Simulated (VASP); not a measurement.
# Ni (Fm-3m) in VASP: further runs

Ni is run at these levels: PBE; tasks: single point.

Everything below comes from runs of VASP 6.6.1. Logs are shortened: lines on timing, memory, paths and dates and some standing lists are left out, and cuts for length are marked.

## 1. The cell of the first run

The structure is cubic, space group Fm-3m (No. 225). Conventional cell: a = 3.553 Å, b = 3.553 Å, c = 3.553 Å, α = 90.00°, β = 90.00°, γ = 90.00°. Within 3.3 Å of Ni (site symmetry m-3m) lie 12 Ni at 2.51 Å.

## 2. Single point, PBE, collinear spin, ferromagnetic start (11.22 Å³/atom)

INCAR

```
PREC = Accurate
ENCUT = 520
EDIFF = 1E-6
ISMEAR = 0
SIGMA = 0.1
LREAL = False
LASPH = True
NELM = 150
ALGO = Normal
ISIF = 2
LWAVE = False
LCHARG = False
ISPIN = 2
MAGMOM = 0.75
LORBIT = 11
LMAXMIX = 4
GGA = PE
NBANDS = 15
```

KPOINTS

```
Automatic mesh
0
Gamma
  20 20 20
```

POSCAR

```
Ni
1.0
    0.0000000000      1.7766571033      1.7766571033
    1.7766571033      0.0000000000      1.7766571033
    1.7766571033      1.7766571033      0.0000000000
Ni
1
Direct
    0.0000000000      0.0000000000      0.0000000000
```

Potentials or basis: VASP PAW PBE potentials, release 64 (Ni).

The run is started by

```
cat potpaw_PBE.64/Ni/POTCAR > POTCAR
mpirun -np 1 vasp_std > vasp.out
```

OUTCAR:

```text
PREC = Accurate
   ENCUT = 520
   EDIFF = 1E-6
   ISMEAR = 0
   LREAL = False
   LASPH = True
   NELM = 150
   ISIF = 2
   ISPIN = 2
   LORBIT = 11
   GGA = PE

 ion  position               nearest neighbor table
   1  0.000  0.000  0.000-

  LATTYP: Found a face centered cubic cell.
 ALAT       =     3.5533142066

  Lattice vectors:

 A1 = (   0.0000000000,   1.7766571033,   1.7766571033)
 A2 = (   1.7766571033,   0.0000000000,   1.7766571033)
 A3 = (   1.7766571033,   1.7766571033,   0.0000000000)

Analysis of symmetry for initial positions (statically):
=====================================================================
 Subroutine PRICEL returns:
 Original cell was already a primitive cell.

 Routine SETGRP: Setting up the symmetry group for a
 face centered cubic supercell.

 Subroutine GETGRP returns: Found 48 space group operations
 (whereof 48 operations were pure point group operations)
 out of a pool of 48 trial point group operations.

The static configuration has the point symmetry O_h .

Analysis of symmetry for dynamics (positions and initial velocities):
=====================================================================
 Subroutine PRICEL returns:
 Original cell was already a primitive cell.

 Routine SETGRP: Setting up the symmetry group for a
 face centered cubic supercell.

 Subroutine GETGRP returns: Found 48 space group operations
 (whereof 48 operations were pure point group operations)
 out of a pool of 48 trial point group operations.

The dynamic configuration has the point symmetry O_h .

Analysis of structural, dynamic, and magnetic symmetry:
=====================================================================
 Subroutine PRICEL returns:
 Original cell was already a primitive cell.

 Routine SETGRP: Setting up the symmetry group for a
 face centered cubic supercell.

 Subroutine GETGRP returns: Found 48 space group operations
 (whereof 48 operations were pure point group operations)
 out of a pool of 48 trial point group operations.

The overall configuration has the point symmetry O_h .

 Subroutine INISYM returns: Found 48 space group operations
 (whereof 48 operations are pure point group operations),
 and found     1 'primitive' translations

----------------------------------------------------------------------------------------

                                     Primitive cell

  volume of cell :      11.2161

  direct lattice vectors                    reciprocal lattice vectors
     0.000000000  1.776657103  1.776657103    -0.281427406  0.281427406  0.281427406
     1.776657103  0.000000000  1.776657103     0.281427406 -0.281427406  0.281427406
     1.776657103  1.776657103  0.000000000     0.281427406  0.281427406 -0.281427406

  length of vectors
     2.512572571  2.512572571  2.512572571     0.487446566  0.487446566  0.487446566

  position of ions in fractional coordinates (direct lattice)
     0.000000000  0.000000000  0.000000000

  ion indices of the primitive-cell ions
   primitive index   ion index
                 1           1

----------------------------------------------------------------------------------------

 KPOINTS: Automatic mesh

Automatic generation of k-mesh.
 Grid dimensions read from file:
 generate k-points for:   20   20   20

 Generating k-lattice:

  Cartesian coordinates                     Fractional coordinates (reciprocal lattice)
    -0.014071370  0.014071370  0.014071370     0.050000000  0.000000000  0.000000000
     0.014071370 -0.014071370  0.014071370     0.000000000  0.050000000  0.000000000
     0.014071370  0.014071370 -0.014071370     0.000000000  0.000000000  0.050000000

  Length of vectors
     0.024372328  0.024372328  0.024372328

  Shift w.r.t. Gamma in fractional coordinates (k-lattice)
     0.000000000  0.000000000  0.000000000

 Subroutine IBZKPT returns following result:
 ===========================================

 Found    256 irreducible k-points:

 Following reciprocal coordinates:
            Coordinates               Weight
  0.000000  0.000000  0.000000      1.000000
  0.050000  0.000000  0.000000      8.000000
  0.100000  0.000000  0.000000      8.000000
  0.150000  0.000000  0.000000      8.000000
  0.200000  0.000000  0.000000      8.000000
  0.250000  0.000000  0.000000      8.000000
[... 16 lines left out ...]
 -0.400000  0.050000  0.000000     24.000000
 -0.350000  0.050000  0.000000     24.000000
 [... further k-points ...]
   k-points           NKPTS =    256   k-points in BZ     NKDIM =    256   number of bands    NBANDS=     15
   number of dos      NEDOS =    301   number of ions     NIONS =      1
   total plane-waves  NPLWV =   8000
   dimension x,y,z NGX =    20 NGY =   20 NGZ =   20
   dimension x,y,z NGXF=    40 NGYF=   40 NGZF=   40
   ions per type =               1
   NGX,Y,Z   is equivalent  to a cutoff of  13.23, 13.23, 13.23 a.u.
   NGXF,Y,Z  is equivalent  to a cutoff of  26.47, 26.47, 26.47 a.u.
 SYSTEM =  unknown system
   PREC   = accura    normal or accurate (medium, high low for compatibility)
   ISTART =      0    job   : 0-new  1-cont  2-samecut
   ICHARG =      2    charge: 1-file 2-atom 10-const
   ISPIN  =      2    spin polarized calculation?
   LNONCOLLINEAR =      F non collinear calculations
   LSORBIT =      F    spin-orbit coupling
   LASPH  =      T    aspherical Exc in radial PAW
   ENCUT  =  520.0 eV  38.22 Ry    6.18 a.u.   4.67  4.67  4.67*2*pi/ulx,y,z
   NELM   =    150;   NELMIN=  2; NELMDL= -5     # of ELM steps
   EDIFF  = 0.1E-05   stopping-criterion for ELM
   LREAL  =      F    real-space projection
   EDIFFG = 0.1E-04   stopping-criterion for IOM
   NSW    =      0    number of steps for IOM
   IBRION =     -1    ionic relax: 0-MD 1-quasi-New 2-CG
   NFREE  =      0    steps in history (QN), initial steepest desc. (CG)
   ISIF   =      2    stress and relaxation
   ISYM   =      2    0-nonsym 1-usesym 2-fastsym
   POTIM  = 0.5000    time-step for ionic-motion
   TEBEG  =    0.0;   TEEND  =   0.0 temperature during run
   PSTRESS=    0.0 pullay stress
   NELECT =      10.0000    total number of electrons
   NUPDOWN=      -1.0000    fix difference up-down
   EMIN   =  10.00;   EMAX   =-10.00  energy-range for DOS
   EFERMI =   0.00;   METHOD = LEGACY
   ISMEAR =     0;   SIGMA  =   0.10  broadening in eV -4-tet -1-fermi 0-gaus
   EFERMI_NEDOS =   21; number of points for ismear=-14 and -15
   IALGO  =     38    algorithm
   IMIX   =      4    mixing-type and parameters
     AMIX     =   0.40;   BMIX     =  1.00
     AMIX_MAG =   1.60;   BMIX_MAG =  1.00
  volume/ion in A,a.u.               =      11.22        75.69
  Fermi-wavevector in a.u.,A,eV,Ry     =   1.575655  2.977557 33.779043  2.482690
  Thomas-Fermi vector in A             =   2.676606
   LORBIT       =     11    0 simple, 1 ext, 2 COOP (PROOUT), +10 PAW based schemes
   GGA     = PE    functional components
   LHFCALC =     F    Hartree Fock is set to
   AEXX    =    0.0000 exact exchange contribution
   IVDW    =     0    specifies the selected vdW correction
   LEPSILON=     F    determine dielectric tensor
   LRPA    =     F    only Hartree local field effects (RPA)
 spin polarized calculation
 Gauss-broadening in eV      SIGMA  =   0.10
  energy-cutoff  :      520.00
  volume of cell :       11.22
 maximum number of plane-waves:       318
   NGX =  9   NGY =  9   NGZ =  9

 number of electron      10.0000006 magnetization       0.6325538

 Free energy of the ion-electron system (eV)
  ---------------------------------------------------
  ext. energy  EPLUGINS =         0.00000000
  ---------------------------------------------------
  free energy    TOTEN  =        -5.46937611 eV

  energy without entropy =       -5.46029981  energy(sigma->0) =       -5.46483796

 E-fermi :   8.9552     XC(G=0): -13.0771

 val. band max:        8.9528211590   @ k =   0.5000   0.3000   0.1000
 cond. band min:       8.9566489459   @ k =   0.4000   0.0000   0.0000
 fundamental gap:      0.0038277869
 Fermi energy:         8.9552458874

 spin component 1

 k-point     1 :       0.0000    0.0000    0.0000
  band No.  band energies     occupation
      1       0.1534      1.00000
      2       6.5867      1.00000
      3       6.5867      1.00000
      4       6.5867      1.00000
      5       7.7188      1.00000
      6       7.7188      1.00000
      7      32.4183      0.00000
      8      36.0415      0.00000
      9      36.0415      0.00000
     10      36.0415      0.00000
     11      38.8851      0.00000
     12      38.8851      0.00000
     13      38.8851      0.00000
     14      41.9196      0.00000
     15      47.8792      0.00000
[... 397 lines left out ...]
 k-point    24 :      -0.3500    0.0500    0.0000
  band No.  band energies     occupation
      1       3.9255      1.00000
      2       6.6753      1.00000
      3       6.7279      1.00000
      4       6.8518      1.00000
      5       8.0304      1.00000
      6       8.3671      1.00000
      7      17.8539      0.00000
      8      30.2957      0.00000
      9      32.5898      0.00000
     10      34.3041      0.00000
     11      36.3448      0.00000
     12      38.1443      0.00000
     13      42.2274      0.00000
     14      48.7941      0.00000
     15      50.4301      0.00000

 [... further k-points ...]

 spin component 2

 k-point     1 :       0.0000    0.0000    0.0000
  band No.  band energies     occupation
      1       0.1143      1.00000
      2       7.3511      1.00000
      3       7.3511      1.00000
      4       7.3511      1.00000
      5       8.3075      1.00000
      6       8.3075      1.00000
      7      32.2470      0.00000
      8      36.0232      0.00000
      9      36.0232      0.00000
     10      36.0232      0.00000
     11      38.9818      0.00000
     12      38.9818      0.00000
     13      38.9818      0.00000
     14      41.7918      0.00000
     15      48.0665      0.00000
[... 397 lines left out ...]
 k-point    24 :      -0.3500    0.0500    0.0000
  band No.  band energies     occupation
      1       4.1372      1.00000
      2       7.2221      1.00000
      3       7.3272      1.00000
      4       7.3664      1.00000
      5       8.7666      0.99618
      6       9.0662      0.05831
      7      18.0929      0.00000
      8      30.2674      0.00000
      9      32.5759      0.00000
     10      34.4067      0.00000
     11      36.3684      0.00000
     12      38.1598      0.00000
     13      42.2859      0.00000
     14      48.8613      0.00000
     15      50.5958      0.00000

 [... further k-points ...]
[... 5 lines left out ...]
  --------------------------------------------------------------------------------------
  -------------------------------------------------------------------------------------
  Total       -0.3835922     -0.3835922     -0.3835922      0.0000000      0.0000000      0.0000000
  in kB      -54.7948183    -54.7948183    -54.7948183      0.0000000      0.0000000      0.0000000
  external PRESSURE =     -54.7948183 kB  Pullay stress =       0.0000000 kB

 VOLUME and BASIS-vectors are now :
 -----------------------------------------------------------------------------
  energy-cutoff  :      520.00
  volume of cell :       11.22
      direct lattice vectors                 reciprocal lattice vectors
     0.000000000  1.776657103  1.776657103    -0.281427406  0.281427406  0.281427406
     1.776657103  0.000000000  1.776657103     0.281427406 -0.281427406  0.281427406
     1.776657103  1.776657103  0.000000000     0.281427406  0.281427406 -0.281427406

 POSITION                                       TOTAL-FORCE (eV/Angst)
 -----------------------------------------------------------------------------------
      0.00000      0.00000      0.00000         0.000000     -0.000000     -0.000000
 -----------------------------------------------------------------------------------
    total drift:                                0.000000      0.000000      0.000000

  FREE ENERGIE OF THE ION-ELECTRON SYSTEM (eV)
  ---------------------------------------------------
  free  energy   TOTEN  =        -5.4693761054 eV

  energy  without entropy=       -5.4602998128  energy(sigma->0) =       -5.46483796

 total charge

# of ion       s       p       d       tot
------------------------------------------
    1        0.485   0.472   8.301   9.257

 magnetization (x)

# of ion       s       p       d       tot
------------------------------------------
    1       -0.007  -0.025   0.679   0.648
```

Wall time 2.5 min (1 thread of Intel Xeon 8259CL, shared host); peak memory 0.18 GiB.

What came out:

```yaml
Free_energy: -5.4694 eV
Pressure: -5.5 GPa
Net_moment: 0.63 μB per cell
Site_moments: Ni +0.65 μB
Valence_electrons_inside_the_program's_atomic_spheres: Ni 9.26
```

Caveat: the cell stands under tension.

## 3. Single point, PBE, collinear spin, ferromagnetic start (11.54 Å³/atom)

This run uses another cell than the first one, of 11.54 Å³/atom.

INCAR

```
SYSTEM = Ni
  ALGO = Normal
  EDIFF = 1E-7
  ENCUT = 520
  GGA = PE
  ISIF = 2
  ISMEAR = 0
  ISPIN = 2
  LASPH = .True.
  LCHARG = .False.
  LMAXMIX = 4
  LORBIT = 11
  LREAL = .False.
  LWAVE = .False.
  MAGMOM = 0.75
  NBANDS = 15
  NELM = 150
  PREC = Accurate
  SIGMA = 0.1
```

KPOINTS

```
k-points
0
Gamma
  20 20 20
  0 0 0
```

POSCAR

```
Ni
1.0
    0.0000000000      1.7937413927      1.7937413927
    1.7937413927      0.0000000000      1.7937413927
    1.7937413927      1.7937413927      0.0000000000
Ni
1
Direct
    0.0000000000      0.0000000000      0.0000000000
```

Potentials or basis: VASP PAW PBE potentials, release 64 (Ni).

The run is started by

```
cat potpaw_PBE.64/Ni/POTCAR > POTCAR
mpirun -np 1 vasp_std > vasp.out
```

Wall time 2.3 min (1 thread of Intel Xeon 8259CL, shared host); peak memory 0.19 GiB.

Results (log left out):

| Quantity | Value |
| --- | --- |
| Free energy | -5.4535 eV |
| Pressure | -10.0 GPa |
| Net moment | 0.64 μB per cell |
| Site moments | Ni +0.66 μB |
| Valence electrons inside the program's atomic spheres | Ni 9.21 |

Levels at points of the mesh, in eV from the Fermi level:
Spin up:
| k point | band 3 | band 4 | band 5 | band 6 | band 7 | band 8 |
| --- | --- | --- | --- | --- | --- | --- |
| (0.00, 0.00, 0.00) | -2.30 | -2.30 | -1.21 | -1.21 | 23.22 | 26.62 |
| (0.50, 0.00, 0.00) | -2.28 | -0.63 | -0.63 | -0.18 | 5.25 | 21.74 |
| (0.50, 0.50, 0.00) | -0.57 | -0.52 | -0.52 | 2.42 | 8.70 | 14.28 |
Spin down:
```csv
k point,band 3,band 4,band 5,band 6,band 7,band 8
"(0.00, 0.00, 0.00)",-1.53,-1.53,-0.62,-0.62,23.04,26.60
"(0.50, 0.00, 0.00)",-1.65,-0.26,0.14,0.14,5.67,21.58
"(0.50, 0.50, 0.00)",0.05,0.36,0.36,2.36,8.94,14.28
```

Caveat: the cell stands under tension.
